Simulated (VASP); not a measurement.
# Al (Cmcm) in VASP: single point with PBE

Aim: the single point of Al with PBE.

Everything below comes from runs of VASP 6.6.1. Logs are shortened: lines on timing, memory, paths and dates and some standing lists are left out, and cuts for length are marked.

## Step 1: The cell of the first run

Symmetry: Cmcm, No. 63, orthorhombic system. The conventional cell has a = 4.040 Å, b = 4.040 Å, c = 4.040 Å, α = 90.00°, β = 90.00°, γ = 90.00°. Al (site symmetry m2m) has 12 Al at 2.72 to 3.00 Å within 3.6 Å.

## Step 2: Single point, PBE

INCAR reads:

```
SYSTEM = Al
PREC = Accurate ; ENCUT = 500
EDIFF = 1E-6 ; ISMEAR = -1
SIGMA = 0.1 ; LREAL = .False.
LASPH = .True. ; NELM = 120
ALGO = Normal ; ISIF = 2
LWAVE = .False. ; LCHARG = .True.
GGA = PE ; LELF = .True.
LVHAR = .True. ; NBANDS = 10
GGA_COMPAT = .False.
```

KPOINTS reads:

```
Automatic mesh
0
Gamma
  4 8 8
  0 0 0
```

POSCAR reads:

```
Al
1.0
    0.0000000000      4.0400000000      4.0400000000
    2.0200000000      0.0000000000      2.0200000000
    2.0200000000      0.0000000000     -2.0200000000
Al
2
Direct
   -0.2500000000     -0.0247524752     -0.5247524752
    0.2500000000      0.0247524752     -0.4752475248
```

Potentials or basis: VASP PAW PBE potentials, release 64 (Al).

Started as:

```sh
cat potpaw_PBE.64/Al/POTCAR > POTCAR
mpirun -np 1 vasp_std > vasp.out
```

OUTCAR:

```text
SYSTEM = Al
   PREC = Accurate
   ENCUT = 500
   EDIFF = 1E-6
   ISMEAR = -1
   LREAL = .False.
   LASPH = .True.
   NELM = 120
   ISIF = 2
   GGA = PE

 ion  position               nearest neighbor table
   1  0.750  0.975  0.475-   2 2.72   2 2.72   2 2.86   2 2.86   2 2.86   2 2.86   2 3.00   2 3.00

   2  0.250  0.025  0.525-   1 2.72   1 2.72   1 2.86   1 2.86   1 2.86   1 2.86   1 3.00   1 3.00

  LATTYP: Found a simple tetragonal cell.
 ALAT       =     2.8567113960
 C/A-ratio  =     1.4142135624

  Lattice vectors:

 A1 = (   2.0200000000,   0.0000000000,   2.0200000000)
 A2 = (   2.0200000000,   0.0000000000,  -2.0200000000)
 A3 = (   0.0000000000,   4.0400000000,   0.0000000000)

Analysis of symmetry for initial positions (statically):
=====================================================================
 Subroutine PRICEL returns:
 Original cell was already a primitive cell.

 Routine SETGRP: Setting up the symmetry group for a
 simple tetragonal supercell.

 Subroutine GETGRP returns: Found  8 space group operations
 (whereof  4 operations were pure point group operations)
 out of a pool of 16 trial point group operations.

The static configuration has the point symmetry C_2h.
 The point group associated with its full space group is D_2h.

Analysis of symmetry for dynamics (positions and initial velocities):
=====================================================================
 Subroutine PRICEL returns:
 Original cell was already a primitive cell.

 Routine SETGRP: Setting up the symmetry group for a
 simple tetragonal supercell.

 Subroutine GETGRP returns: Found  8 space group operations
 (whereof  4 operations were pure point group operations)
 out of a pool of 16 trial point group operations.

The dynamic configuration has the point symmetry C_2h.
 The point group associated with its full space group is D_2h.

 Subroutine INISYM returns: Found  8 space group operations
 (whereof  4 operations are pure point group operations),
 and found     1 'primitive' translations

----------------------------------------------------------------------------------------

                                     Primitive cell

  volume of cell :      32.9696

  direct lattice vectors                    reciprocal lattice vectors
     0.000000000  4.040000000  4.040000000     0.000000000  0.247524752  0.000000000
     2.020000000  0.000000000  2.020000000     0.247524752 -0.247524752  0.247524752
     2.020000000  0.000000000 -2.020000000     0.247524752  0.247524752 -0.247524752

  length of vectors
     5.713422792  2.856711396  2.856711396     0.247524752  0.428725447  0.428725447

  position of ions in fractional coordinates (direct lattice)
     0.750000000  0.975247525  0.475247525
     0.250000000  0.024752475  0.524752475

  ion indices of the primitive-cell ions
   primitive index   ion index
                 1           1
                 2           2

----------------------------------------------------------------------------------------

 KPOINTS: Automatic mesh

Automatic generation of k-mesh.
 Grid dimensions read from file:
 generate k-points for:    4    8    8

 Generating k-lattice:

  Cartesian coordinates                     Fractional coordinates (reciprocal lattice)
     0.000000000  0.061881188  0.000000000     0.250000000  0.000000000  0.000000000
     0.030940594 -0.030940594  0.030940594     0.000000000  0.125000000  0.000000000
     0.030940594  0.030940594 -0.030940594     0.000000000  0.000000000  0.125000000

  Length of vectors
     0.061881188  0.053590681  0.053590681

  Shift w.r.t. Gamma in fractional coordinates (k-lattice)
     0.000000000  0.000000000  0.000000000

 Subroutine IBZKPT returns following result:
 ===========================================

 Found     55 irreducible k-points:

 Following reciprocal coordinates:
            Coordinates               Weight
  0.000000  0.000000  0.000000      1.000000
  0.250000  0.000000  0.000000      2.000000
  0.500000  0.000000  0.000000      1.000000
  0.000000  0.125000  0.000000      8.000000
  0.500000  0.125000  0.000000      8.000000
  0.000000  0.250000  0.000000      8.000000
[... 16 lines left out ...]
  0.000000 -0.125000  0.250000      8.000000
  0.000000  0.375000  0.125000      8.000000
 [... further k-points ...]
   k-points           NKPTS =     55   k-points in BZ     NKDIM =     55   number of bands    NBANDS=     10
   number of dos      NEDOS =    301   number of ions     NIONS =      2
   total plane-waves  NPLWV =  24192
   dimension x,y,z NGX =    42 NGY =   24 NGZ =   24
   dimension x,y,z NGXF=    84 NGYF=   48 NGZF=   48
   ions per type =               2
   NGX,Y,Z   is equivalent  to a cutoff of  12.22, 13.97, 13.97 a.u.
   NGXF,Y,Z  is equivalent  to a cutoff of  24.44, 27.93, 27.93 a.u.
 SYSTEM =  Al
   PREC   = accura    normal or accurate (medium, high low for compatibility)
   ISTART =      0    job   : 0-new  1-cont  2-samecut
   ICHARG =      2    charge: 1-file 2-atom 10-const
   ISPIN  =      1    spin polarized calculation?
   LNONCOLLINEAR =      F non collinear calculations
   LSORBIT =      F    spin-orbit coupling
   LASPH  =      T    aspherical Exc in radial PAW
   ENCUT  =  500.0 eV  36.75 Ry    6.06 a.u.  10.42  5.21  5.21*2*pi/ulx,y,z
   NELM   =    120;   NELMIN=  2; NELMDL= -5     # of ELM steps
   EDIFF  = 0.1E-05   stopping-criterion for ELM
   LREAL  =      F    real-space projection
   EDIFFG = 0.1E-04   stopping-criterion for IOM
   NSW    =      0    number of steps for IOM
   IBRION =     -1    ionic relax: 0-MD 1-quasi-New 2-CG
   NFREE  =      0    steps in history (QN), initial steepest desc. (CG)
   ISIF   =      2    stress and relaxation
   ISYM   =      2    0-nonsym 1-usesym 2-fastsym
   POTIM  = 0.5000    time-step for ionic-motion
   TEBEG  =    0.0;   TEEND  =   0.0 temperature during run
   PSTRESS=    0.0 pullay stress
   NELECT =       6.0000    total number of electrons
   NUPDOWN=      -1.0000    fix difference up-down
   EMIN   =  10.00;   EMAX   =-10.00  energy-range for DOS
   EFERMI =   0.00;   METHOD = LEGACY
   ISMEAR =    -1;   SIGMA  =   0.10  broadening in eV -4-tet -1-fermi 0-gaus
   EFERMI_NEDOS =   21; number of points for ismear=-14 and -15
   IALGO  =     38    algorithm
   IMIX   =      4    mixing-type and parameters
     AMIX     =   0.40;   BMIX     =  1.00
     AMIX_MAG =   1.60;   BMIX_MAG =  1.00
  volume/ion in A,a.u.               =      16.48       111.25
  Fermi-wavevector in a.u.,A,eV,Ry     =   0.927728  1.753151 11.710246  0.860679
  Thomas-Fermi vector in A             =   2.053828
   LORBIT       =      0    0 simple, 1 ext, 2 COOP (PROOUT), +10 PAW based schemes
   GGA     = PE    functional components
   LHFCALC =     F    Hartree Fock is set to
   AEXX    =    0.0000 exact exchange contribution
   IVDW    =     0    specifies the selected vdW correction
   LEPSILON=     F    determine dielectric tensor
   LRPA    =     F    only Hartree local field effects (RPA)
 non-spin polarized calculation
  energy-cutoff  :      500.00
  volume of cell :       32.97
 maximum number of plane-waves:       888
 NGX is ok and might be reduce to    42
   NGX = 21   NGY = 11   NGZ = 11

 number of electron       6.0000000 magnetization

 Free energy of the ion-electron system (eV)
  ---------------------------------------------------
  ext. energy  EPLUGINS =         0.00000000
  ---------------------------------------------------
  free energy    TOTEN  =        -7.45729995 eV

  energy without entropy =       -7.43352386  energy(sigma->0) =       -7.44541190

 E-fermi :   7.9334     XC(G=0): -10.1949

 val. band max:        7.9311607964   @ k =   0.2500   0.5000   0.1250
 cond. band min:       8.1222237221   @ k =  -0.2500  -0.2500   0.3750
 fundamental gap:      0.1910629257
 Fermi energy:         7.9333524639

 k-point     1 :       0.0000    0.0000    0.0000
  band No.  band energies     occupation
      1      -3.1362      2.00000
      2       5.0660      2.00000
      3       6.4069      2.00000
      4      13.2672      0.00000
      5      13.5977      0.00000
      6      13.6280      0.00000
      7      16.8874      0.00000
      8      20.6339      0.00000
      9      20.6782      0.00000
     10      20.7084      0.00000

 k-point     2 :       0.2500    0.0000    0.0000
  band No.  band energies     occupation
      1      -2.5705      2.00000
      2       1.8668      2.00000
      3      10.5803      0.00000
      4      13.8208      0.00000
      5      14.0776      0.00000
      6      14.1000      0.00000
      7      17.1737      0.00000
      8      17.9546      0.00000
      9      18.1761      0.00000
     10      18.3086      0.00000

 k-point     3 :       0.5000    0.0000    0.0000
  band No.  band energies     occupation
      1      -0.8873      2.00000
      2      -0.8873      2.00000
      3      15.3157      0.00000
      4      15.3157      0.00000
      5      15.4101      0.00000
      6      15.4101      0.00000
      7      15.7111      0.00000
      8      15.7111      0.00000
      9      16.3742      0.00000
     10      16.3742      0.00000

 k-point     4 :       0.0000    0.1250    0.0000
  band No.  band energies     occupation
      1      -2.7119      2.00000
      2       3.8677      2.00000
      3       8.3713      0.02476
      4      10.2196      0.00000
      5      13.9673      0.00000
      6      15.2543      0.00000
      7      16.3795      0.00000
      8      19.2198      0.00000
      9      19.6996      0.00000
     10      19.9271      0.00000
[... 222 lines left out ...]
 k-point    22 :       0.5000    0.2500    0.1250
  band No.  band energies     occupation
      1      -0.4706      2.00000
      2       1.7347      2.00000
      3       8.1411      0.22268
      4      10.2382      0.00000
      5      12.5800      0.00000
      6      14.4121      0.00000
      7      14.8578      0.00000
      8      19.8333      0.00000
      9      20.6956      0.00000
     10      21.7139      0.00000

 k-point    23 :       0.0000   -0.1250    0.2500
  band No.  band energies     occupation
      1      -0.4704      2.00000
      2       1.7351      2.00000
      3       8.1391      0.22656
      4      10.2156      0.00000
      5      12.6034      0.00000
      6      14.4840      0.00000
      7      14.8104      0.00000
      8      19.7694      0.00000
      9      20.7600      0.00000
     10      21.7402      0.00000

 k-point    24 :       0.0000    0.3750    0.1250
  band No.  band energies     occupation
      1       0.2201      2.00000
      2       4.4511      2.00000
      3       4.7164      2.00000
      4       8.8390      0.00023
      5      12.9501      0.00000
      6      13.4604      0.00000
      7      16.5092      0.00000
      8      17.2909      0.00000
      9      18.1962      0.00000
     10      21.2992      0.00000

 [... further k-points ...]
[... 5 lines left out ...]
  --------------------------------------------------------------------------------------
  -------------------------------------------------------------------------------------
  Total        0.2069342      0.3933804     -0.0361702      0.0000000      0.0000000      0.0000000
  in kB       10.0560811     19.1165375     -1.7577099      0.0000000      0.0000000      0.0000000
  external PRESSURE =       9.1383029 kB  Pullay stress =       0.0000000 kB

 VOLUME and BASIS-vectors are now :
 -----------------------------------------------------------------------------
  energy-cutoff  :      500.00
  volume of cell :       32.97
      direct lattice vectors                 reciprocal lattice vectors
     0.000000000  4.040000000  4.040000000     0.000000000  0.247524752  0.000000000
     2.020000000  0.000000000  2.020000000     0.247524752 -0.247524752  0.247524752
     2.020000000  0.000000000 -2.020000000     0.247524752  0.247524752 -0.247524752

 POSITION                                       TOTAL-FORCE (eV/Angst)
 -----------------------------------------------------------------------------------
      2.93000      3.03000      4.04000         0.385021     -0.000000      0.000000
      1.11000      1.01000      0.00000        -0.385021      0.000000      0.000000
 -----------------------------------------------------------------------------------
    total drift:                               -0.000000     -0.000000     -0.000000

  FREE ENERGIE OF THE ION-ELECTRON SYSTEM (eV)
  ---------------------------------------------------
  free  energy   TOTEN  =        -7.4572999453 eV

  energy  without entropy=       -7.4335238564  energy(sigma->0) =       -7.44541190
```

Wall time 16 s (1 thread of AMD EPYC 7R43 (Zen 3), shared host); peak memory 0.12 GiB.

Results:

```
Free energy            : -7.4573 eV
Pressure               : 0.9 GPa
Largest force          : 0.385 eV/Å
Band gap on the k mesh : zero (band 3 reaches 15.32 eV, above the bottom of band 4 at 3.71 eV)
```

Forces in eV/Å, atoms in the order of the input:
```
Al   0.385  0.000  0.000
Al  -0.385  0.000  0.000
```

Levels at points of the mesh, in eV from the Fermi level:
```csv
k point,band 1,band 2,band 3,band 4,band 5,band 6
"(0.00, 0.00, 0.00)",-11.07,-2.87,-1.53,5.33,5.66,5.69
"(0.50, 0.00, 0.00)",-8.82,-8.82,7.38,7.38,7.48,7.48
"(0.00, 0.50, 0.00)",-4.61,-4.61,-4.22,-4.22,11.13,11.13
"(0.50, 0.50, 0.00)",-6.76,-6.44,1.01,1.60,2.81,2.83
"(0.00, 0.50, 0.50)",-2.91,-2.85,-1.57,-1.45,4.80,5.33
"(0.50, 0.50, 0.50)",-0.89,-0.89,-0.77,-0.77,0.38,0.38
```

Caveat: the k points lie up to 0.39 Å⁻¹ apart.
